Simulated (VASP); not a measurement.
# Al: single point with B3LYP

Al:

```
CELL_PARAMETERS angstrom
4.49160 0.00000 0.00000
-2.24580 3.88984 0.00000
0.00000 0.00000 2.72260
ATOMIC_POSITIONS crystal
Al 0.33333 0.66667 0.00000
Al 0.66667 0.33333 0.00000
```

This isn't the form of Al at room conditions, which is fcc.

```
Program             : VASP 6.6.1
Task                : single point
Functional          : B3LYP
Potentials or basis : VASP PAW PBE potentials, release 64 (Al)
Cutoff              : 520 eV
k mesh              : 4 × 4 × 5
Occupations         : fermi-dirac, width 0.05 eV
Spin                : no spin polarisation
```

```yaml
Pressure: 3.7 GPa
Band_gap_on_the_k_mesh: zero (bands 3 and 4 overlap by 2.71 eV)
```

Stress tensor (GPa, compression positive):
```
2.59 0.00 0.00
0.00 2.59 0.00
0.00 0.00 6.04
```

Levels at points of the mesh, in eV from the Fermi level:
```tsv
k point	band 1	band 2	band 3	band 4	band 5	band 6	band 7
(0.00, 0.00, 0.00)	-10.30	-1.35	-1.35	-0.54	2.99	2.99	6.45
(0.50, 0.00, 0.00)	-8.52	-6.95	-2.52	0.71	8.12	8.52	8.69
(0.50, 0.50, 0.00)	-8.52	-6.95	-2.52	0.71	8.12	8.52	8.69
```

Wall time 4.5 min on 1 thread of Intel(R) Xeon(R) Platinum 8259CL CPU @ 2.50GHz (Skylake/Cascade Lake) (shared host), peak memory 0.17 GiB.

Caveat: the k points lie up to 0.46 Å⁻¹ apart, too coarse for converged energies and pressures of a metal; the PAW data sets were made with another functional, which shifts forces and pressure a little.
